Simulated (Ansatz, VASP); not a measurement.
**ZrN: VASP beside Ansatz**

File POSCAR:

```
ZrN
1.0
    0.0000000000      1.8787439730      1.8787439730
    1.8787439730      0.0000000000      1.8787439730
    1.8787439730      1.8787439730      0.0000000000
Zr N
1 1
Direct
    0.0000000000      0.0000000000      0.0000000000
    0.5000000000      0.5000000000      0.5000000000
```

INCAR.step1

```
PREC = Accurate
ENCUT = 660
ISMEAR = -1
SIGMA = 0.05
LREAL = False
LASPH = True
NELM = 120
NBANDS = 16
GGA = PE
ALGO = Normal
EDIFF = 1E-5
LWAVE = True
LCHARG = False
GGA_COMPAT = False
```

INCAR.step2

```
PREC = Accurate
ENCUT = 660
EDIFF = 1E-6
ISMEAR = -1
SIGMA = 0.05
LREAL = False
LASPH = True
NELM = 120
ALGO = Normal
ISIF = 2
LWAVE = False
LCHARG = True
METAGGA = R2SCAN
LMIXTAU = True
LELF = True
LVHAR = True
NBANDS = 16
ISTART = 1
GGA_COMPAT = False
```

KPOINTS

```
Automatic mesh
0
Gamma
  15 15 15
```

Input for Ansatz:

```yaml
crystal:
  lattice:
    - [0.0, 1.878743973, 1.878743973]
    - [1.878743973, 0.0, 1.878743973]
    - [1.878743973, 1.878743973, 0.0]
  atoms:
    - { symbol: Zr, position: [0.0, 0.0, 0.0] }
    - { symbol: "N", position: [0.5, 0.5, 0.5] }
kpoints:
  mp_grid: { grid: [15, 15, 15] }
  band_path:
    path:
      - [0.0, 0.0, 0.0]
      - [0.5, 0.0, 0.5]
      - [0.625, 0.25, 0.625]
      - [0.375, 0.375, 0.75]
      - [0.0, 0.0, 0.0]
      - [0.5, 0.5, 0.5]
      - [0.5, 0.25, 0.75]
      - [0.5, 0.0, 0.5]
    npoints: 8
scf:
  occupations: { method: fermi_dirac, width: 0.05 }
hamiltonian:
  xc: r2scan
  pseudopotentials: { kind: paw }
output:
  forces: true
  stress: true
  eigenvalues: true
  populations: true
  dos: { projected: true, de: 0.2, e_range: [-14, 8] }
```

Change from the starting cell: volume scaled by 0.55, PAW files.

Alike in both runs: task single point; functional r2SCAN; k mesh 15 × 15 × 15; occupations fermi-dirac, width 0.05 eV; no spin polarisation.

|  | VASP | Ansatz |
| --- | --- | --- |
| version | VASP 6.6.1 | Ansatz 0.2.0 |
| potentials or method | VASP PAW PBE potentials, release 64 (Zr_sv, N) | PAW with Ansatz's default frozen-core files, scalar-relativistic |
| plane-wave cutoff (eV) | 660 | 500 |
| valence electrons in the cell | 17 | 17 |

|  | VASP | Ansatz | Ansatz less VASP |
| --- | --- | --- | --- |
| pressure (GPa) | 542.3 | 538.2 | -4.07 |

VASP's potentials were made for PBE, not for r2SCAN. Both programs put the cell under a high pressure, so it lies far from rest at this level.

Noted on VASP's run: the cell as given lies far from equilibrium.
